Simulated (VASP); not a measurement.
# Y (Fm-3m) in VASP: further runs, part 2 of 3

VASP 6.6.1. Earlier steps stand in the parts before.

**3. Electric field gradients, PBE (volume scaled by 1.03)**

File INCAR:

```
  PREC = Accurate
  ENCUT = 520
  EDIFF = 1E-8
  ISMEAR = -1
  SIGMA = 0.05
  LREAL = F
  LASPH = T
  NELM = 80
  ALGO = Normal
  ISIF = 2
  LWAVE = F
  LCHARG = F
  GGA = PE
  LEFG = T
  NBANDS = 12
```

File KPOINTS:

```
regular mesh
0
Gamma
  13 13 13
```

File POSCAR:

```
Y
1.0
    0.0000000000      2.5096055606      2.5096055606
    2.5096055606      0.0000000000      2.5096055606
    2.5096055606      2.5096055606      0.0000000000
Y
1
Direct
    0.0000000000      0.0000000000      0.0000000000
```

Potentials or basis: VASP PAW PBE potentials, release 64 (Y_sv).

Started as:

```sh
$ cat potpaw_PBE.64/Y_sv/POTCAR > POTCAR
$ mpirun -np 1 vasp_std > vasp.out
```

OUTCAR:

```text
PREC = Accurate
   ENCUT = 520
   EDIFF = 1E-8
   ISMEAR = -1
   LREAL = F
   LASPH = T
   NELM = 80
   ISIF = 2
   GGA = PE

 ion  position               nearest neighbor table
   1  0.000  0.000  0.000-

  LATTYP: Found a face centered cubic cell.
 ALAT       =     5.0192111212

  Lattice vectors:

 A1 = (   0.0000000000,   2.5096055606,   2.5096055606)
 A2 = (   2.5096055606,   0.0000000000,   2.5096055606)
 A3 = (   2.5096055606,   2.5096055606,   0.0000000000)

Analysis of symmetry for initial positions (statically):
=====================================================================
 Subroutine PRICEL returns:
 Original cell was already a primitive cell.

 Routine SETGRP: Setting up the symmetry group for a
 face centered cubic supercell.

 Subroutine GETGRP returns: Found 48 space group operations
 (whereof 48 operations were pure point group operations)
 out of a pool of 48 trial point group operations.

The static configuration has the point symmetry O_h .

Analysis of symmetry for dynamics (positions and initial velocities):
=====================================================================
 Subroutine PRICEL returns:
 Original cell was already a primitive cell.

 Routine SETGRP: Setting up the symmetry group for a
 face centered cubic supercell.

 Subroutine GETGRP returns: Found 48 space group operations
 (whereof 48 operations were pure point group operations)
 out of a pool of 48 trial point group operations.

The dynamic configuration has the point symmetry O_h .

 Subroutine INISYM returns: Found 48 space group operations
 (whereof 48 operations are pure point group operations),
 and found     1 'primitive' translations

----------------------------------------------------------------------------------------

                                     Primitive cell

  volume of cell :      31.6116

  direct lattice vectors                    reciprocal lattice vectors
     0.000000000  2.509605561  2.509605561    -0.199234496  0.199234496  0.199234496
     2.509605561  0.000000000  2.509605561     0.199234496 -0.199234496  0.199234496
     2.509605561  2.509605561  0.000000000     0.199234496  0.199234496 -0.199234496

  length of vectors
     3.549118220  3.549118220  3.549118220     0.345084270  0.345084270  0.345084270

  position of ions in fractional coordinates (direct lattice)
     0.000000000  0.000000000  0.000000000

  ion indices of the primitive-cell ions
   primitive index   ion index
                 1           1

----------------------------------------------------------------------------------------

 KPOINTS: regular mesh

Automatic generation of k-mesh.
 Grid dimensions read from file:
 generate k-points for:   13   13   13

 Generating k-lattice:

  Cartesian coordinates                     Fractional coordinates (reciprocal lattice)
    -0.015325730  0.015325730  0.015325730     0.076923077  0.000000000  0.000000000
     0.015325730 -0.015325730  0.015325730     0.000000000  0.076923077  0.000000000
[... 72 lines left out ...]
   EFERMI =   0.00;   METHOD = LEGACY
   ISMEAR =    -1;   SIGMA  =   0.05  broadening in eV -4-tet -1-fermi 0-gaus
   EFERMI_NEDOS =   21; number of points for ismear=-14 and -15
   IALGO  =     38    algorithm
   IMIX   =      4    mixing-type and parameters
     AMIX     =   0.40;   BMIX     =  1.00
     AMIX_MAG =   1.60;   BMIX_MAG =  1.00
  volume/ion in A,a.u.               =      31.61       213.33
  Fermi-wavevector in a.u.,A,eV,Ry     =   1.151481  2.175984 18.040093  1.325909
  Thomas-Fermi vector in A             =   2.288139
   LORBIT       =      0    0 simple, 1 ext, 2 COOP (PROOUT), +10 PAW based schemes
   GGA     = PE    functional components
   LHFCALC =     F    Hartree Fock is set to
   AEXX    =    0.0000 exact exchange contribution
   IVDW    =     0    specifies the selected vdW correction
   LEPSILON=     F    determine dielectric tensor
   LRPA    =     F    only Hartree local field effects (RPA)
 non-spin polarized calculation
  energy-cutoff  :      520.00
  volume of cell :       31.61
 maximum number of plane-waves:       881
   NGX = 13   NGY = 13   NGZ = 13

 number of electron      11.0000000 magnetization

 Free energy of the ion-electron system (eV)
  ---------------------------------------------------
  ext. energy  EPLUGINS =         0.00000000
  ---------------------------------------------------
  free energy    TOTEN  =        -6.41208118 eV

  energy without entropy =       -6.40019987  energy(sigma->0) =       -6.40614053

 E-fermi :   3.2403     XC(G=0):  -9.5727

 val. band max:        3.2402301289   @ k =   0.4615   0.2308   0.0769
 cond. band min:       3.2607728972   @ k =  -0.2308   0.3846   0.1538
 fundamental gap:      0.0205427684
 Fermi energy:         3.2402621779

 k-point     1 :       0.0000    0.0000    0.0000
  band No.  band energies     occupation
      1     -39.3708      2.00000
      2     -19.0464      2.00000
      3     -19.0464      2.00000
      4     -19.0464      2.00000
      5      -1.5599      2.00000
      6       5.0586      0.00000
      7       5.0586      0.00000
      8       5.0586      0.00000
      9       7.1369      0.00000
     10       7.1369      0.00000
     11      12.2915      0.00000
     12      15.6535      0.00000
[... 331 lines left out ...]
 k-point    24 :       0.4615    0.1538    0.0000
  band No.  band energies     occupation
      1     -39.2950      2.00000
      2     -19.5913      2.00000
      3     -19.1971      2.00000
      4     -19.1601      2.00000
      5       1.5268      2.00000
      6       3.3662      0.14917
      7       4.4305      0.00000
      8       5.4647      0.00000
      9       8.3572      0.00000
     10       8.7019      0.00000
     11      11.3312      0.00000
     12      13.5691      0.00000

 [... further k-points ...]

------------------------ aborting loop because EDIFF is reached ----------------------------------------

  FORCE on cell =-STRESS in cart. coord.  units (eV):
  Direction    XX          YY          ZZ          XY          YZ          ZX
  --------------------------------------------------------------------------------------
  -------------------------------------------------------------------------------------
  Total        0.1877763      0.1877763      0.1877763      0.0000000      0.0000000      0.0000000
  in kB        9.5171088      9.5171088      9.5171088      0.0000000      0.0000000      0.0000000
  external PRESSURE =       9.5171088 kB  Pullay stress =       0.0000000 kB

 VOLUME and BASIS-vectors are now :
 -----------------------------------------------------------------------------
  energy-cutoff  :      520.00
  volume of cell :       31.61
      direct lattice vectors                 reciprocal lattice vectors
     0.000000000  2.509605561  2.509605561    -0.199234496  0.199234496  0.199234496
     2.509605561  0.000000000  2.509605561     0.199234496 -0.199234496  0.199234496
     2.509605561  2.509605561  0.000000000     0.199234496  0.199234496 -0.199234496

 POSITION                                       TOTAL-FORCE (eV/Angst)
 -----------------------------------------------------------------------------------
      0.00000      0.00000      0.00000         0.000000     -0.000000      0.000000
 -----------------------------------------------------------------------------------
    total drift:                               -0.000000     -0.000000     -0.000000

  FREE ENERGIE OF THE ION-ELECTRON SYSTEM (eV)
  ---------------------------------------------------
  free  energy   TOTEN  =        -6.4120811813 eV

  energy  without entropy=       -6.4001998710  energy(sigma->0) =       -6.40614053

 Electric field gradients (V/A^2)
---------------------------------------------------------------------
 ion       V_xx      V_yy      V_zz      V_xy      V_xz      V_yz
---------------------------------------------------------------------
   1      -0.000    -0.000    -0.000     0.000     0.000     0.000
---------------------------------------------------------------------

 Electric field gradients after diagonalization (V/A^2)
 (convention: |V_zz| > |V_xx| > |V_yy|)
----------------------------------------------------------------------
 ion       V_xx      V_yy      V_zz     asymmetry (V_yy - V_xx)/ V_zz
----------------------------------------------------------------------
   1      -0.000    -0.000     0.000       0.000
----------------------------------------------------------------------

           NMR quadrupolar parameters

 Cq : quadrupolar parameter    Cq=e*Q*V_zz/h
 eta: asymmetry parameters     (V_yy - V_xx)/ V_zz
 Q  : nuclear electric quadrupole moment in mb (millibarn)
----------------------------------------------------------------------
 ion       Cq(MHz)       eta       Q (mb)
----------------------------------------------------------------------
   1       0.000       0.000       1.000
----------------------------------------------------------------------
```

OSZICAR:

```text
N       E                     dE             d eps       ncg     rms          rms(c)
DAV:   1     0.250335464172E+02    0.25034E+02   -0.55979E+03  2016   0.832E+02
DAV:   2    -0.528571666147E+01   -0.30319E+02   -0.29476E+02  2416   0.165E+02
DAV:   3    -0.655724839528E+01   -0.12715E+01   -0.12535E+01  2860   0.220E+01
DAV:   4    -0.658602876051E+01   -0.28780E-01   -0.28766E-01  2260   0.323E+00
DAV:   5    -0.658654940721E+01   -0.52065E-03   -0.52063E-03  2604   0.344E-01    0.224E+01
DAV:   6    -0.643824038575E+01    0.14831E+00   -0.18764E-01  2168   0.290E+00    0.138E+01
DAV:   7    -0.641595129454E+01    0.22289E-01   -0.27996E-01  2396   0.355E+00    0.121E+00
DAV:   8    -0.641223154543E+01    0.37197E-02   -0.36077E-02  2320   0.146E+00    0.209E-01
DAV:   9    -0.641211391194E+01    0.11763E-03   -0.70148E-04  2484   0.218E-01    0.905E-02
DAV:  10    -0.641208026872E+01    0.33643E-04   -0.15394E-04  2216   0.106E-01    0.310E-02
DAV:  11    -0.641208253699E+01   -0.22683E-05   -0.17323E-05  2320   0.333E-02    0.197E-02
DAV:  12    -0.641208145333E+01    0.10837E-05   -0.16315E-06  2300   0.111E-02    0.660E-03
DAV:  13    -0.641208117794E+01    0.27540E-06   -0.26634E-07  2484   0.367E-03    0.448E-04
DAV:  14    -0.641208116792E+01    0.10017E-07   -0.11920E-08  2012   0.710E-04    0.306E-04
DAV:  15    -0.641208118000E+01   -0.12081E-07   -0.58179E-10  1232   0.187E-04    0.505E-05
DAV:  16    -0.641208118131E+01   -0.13038E-08   -0.97104E-11  1152   0.825E-05
   1 F= -.64120812E+01 E0= -.64061405E+01  d E =-.118813E-01
```

stdout:

```text
POSCAR found type information on POSCAR Y
 POSCAR found :  1 types and       1 ions
 scaLAPACK will be used
 LDA part: xc-table for (Slater+PW92), standard interpolation
 POSCAR, INCAR and KPOINTS ok, starting setup
 FFT: planning ... GRIDC
 FFT: planning ... GRID_SOFT
 FFT: planning ... GRID
 WAVECAR not read
 entering main loop
ion   1
```

It took 1.8 min on 1 thread of AMD EPYC 7R13, shared host; peak memory 0.16 GiB.

What came out:

- Free energy: -6.4121 eV
- Pressure: 1.0 GPa

Levels at points of the mesh, in eV from the Fermi level:
```tsv
k point	band 1	band 2	band 3	band 4	band 5	band 6	band 7	band 8	band 9	band 10
(0.00, 0.00, 0.00)	-42.61	-22.29	-22.29	-22.29	-4.80	1.82	1.82	1.82	3.90	3.90
```

Caveat: without QUAD_EFG the Cq values of the log hold for a quadrupole moment of 1 mb, not for the nuclei.

**4. Electric field gradients, PBE (volume scaled by 1.06)**

File INCAR:

```
SYSTEM = Y
PREC     = Accurate       ! precision mode
ENCUT    = 520            ! plane-wave cutoff, eV
EDIFF    = 1E-8           ! SCF threshold, eV
ISMEAR   = -1             ! smearing method
SIGMA    = 0.05           ! smearing width, eV
LREAL    = .FALSE.        ! projectors in reciprocal space
LASPH    = .TRUE.         ! aspherical terms in the spheres
NELM     = 60             ! most SCF steps
ALGO     = Normal         ! electronic algorithm
ISIF     = 2              ! what is computed and relaxed
LWAVE    = .FALSE.        ! write WAVECAR
LCHARG   = .FALSE.        ! write CHGCAR
GGA      = PE             ! functional
LEFG     = .TRUE.       
NBANDS   = 12             ! bands
```

File KPOINTS:

```
Automatic mesh
0
G
  13 13 13
  0 0 0
```

File POSCAR:

```
Y
1.0
    0.0000000000      2.5337378637      2.5337378637
    2.5337378637      0.0000000000      2.5337378637
    2.5337378637      2.5337378637      0.0000000000
Y
1
Direct
    0.0000000000      0.0000000000      0.0000000000
```

Potentials or basis: VASP PAW PBE potentials, release 64 (Y_sv).

Started as:

```sh
$ cat potpaw_PBE.64/Y_sv/POTCAR > POTCAR
$ mpirun -np 1 vasp_std > vasp.out
```

OUTCAR:

```text
SYSTEM = Y
   PREC = Accurate
   ENCUT = 520
   EDIFF = 1E-8
   ISMEAR = -1
   LREAL = .FALSE.
   LASPH = .TRUE.
   NELM = 60
   ISIF = 2
   GGA = PE

 ion  position               nearest neighbor table
   1  0.000  0.000  0.000-

  LATTYP: Found a face centered cubic cell.
 ALAT       =     5.0674757274

  Lattice vectors:

 A1 = (   0.0000000000,   2.5337378637,   2.5337378637)
 A2 = (   2.5337378637,   0.0000000000,   2.5337378637)
 A3 = (   2.5337378637,   2.5337378637,   0.0000000000)

Analysis of symmetry for initial positions (statically):
=====================================================================
 Subroutine PRICEL returns:
 Original cell was already a primitive cell.

 Routine SETGRP: Setting up the symmetry group for a
 face centered cubic supercell.
[... 540 lines left out ...]
  in kB       -2.1131615     -2.1131615     -2.1131615     -0.0000000      0.0000000      0.0000000
  external PRESSURE =      -2.1131615 kB  Pullay stress =       0.0000000 kB

 VOLUME and BASIS-vectors are now :
 -----------------------------------------------------------------------------
  energy-cutoff  :      520.00
  volume of cell :       32.53
      direct lattice vectors                 reciprocal lattice vectors
     0.000000000  2.533737864  2.533737864    -0.197336910  0.197336910  0.197336910
     2.533737864  0.000000000  2.533737864     0.197336910 -0.197336910  0.197336910
     2.533737864  2.533737864  0.000000000     0.197336910  0.197336910 -0.197336910

 POSITION                                       TOTAL-FORCE (eV/Angst)
 -----------------------------------------------------------------------------------
      0.00000      0.00000      0.00000         0.000000     -0.000000      0.000000
 -----------------------------------------------------------------------------------
    total drift:                               -0.000000     -0.000000     -0.000000

  FREE ENERGIE OF THE ION-ELECTRON SYSTEM (eV)
  ---------------------------------------------------
  free  energy   TOTEN  =        -6.4141894792 eV

  energy  without entropy=       -6.4019200504  energy(sigma->0) =       -6.40805476

 Electric field gradients (V/A^2)
---------------------------------------------------------------------
 ion       V_xx      V_yy      V_zz      V_xy      V_xz      V_yz
---------------------------------------------------------------------
   1      -0.000    -0.000     0.000    -0.000    -0.000    -0.000
---------------------------------------------------------------------

 Electric field gradients after diagonalization (V/A^2)
 (convention: |V_zz| > |V_xx| > |V_yy|)
----------------------------------------------------------------------
 ion       V_xx      V_yy      V_zz     asymmetry (V_yy - V_xx)/ V_zz
----------------------------------------------------------------------
   1       0.000     0.000    -0.000       0.000
----------------------------------------------------------------------

           NMR quadrupolar parameters

 Cq : quadrupolar parameter    Cq=e*Q*V_zz/h
 eta: asymmetry parameters     (V_yy - V_xx)/ V_zz
 Q  : nuclear electric quadrupole moment in mb (millibarn)
----------------------------------------------------------------------
 ion       Cq(MHz)       eta       Q (mb)
----------------------------------------------------------------------
   1      -0.000       0.000       1.000
----------------------------------------------------------------------
```

It took 1.7 min on 1 thread of AMD EPYC 7R13, shared host; peak memory 0.16 GiB.

Results:

| Property | Result |
| --- | --- |
| Free energy | -6.4142 eV |
| Pressure | -0.2 GPa |

Caveat: without QUAD_EFG the Cq values of the log hold for a quadrupole moment of 1 mb, not for the nuclei.

(Continued in part 3 of 3.)
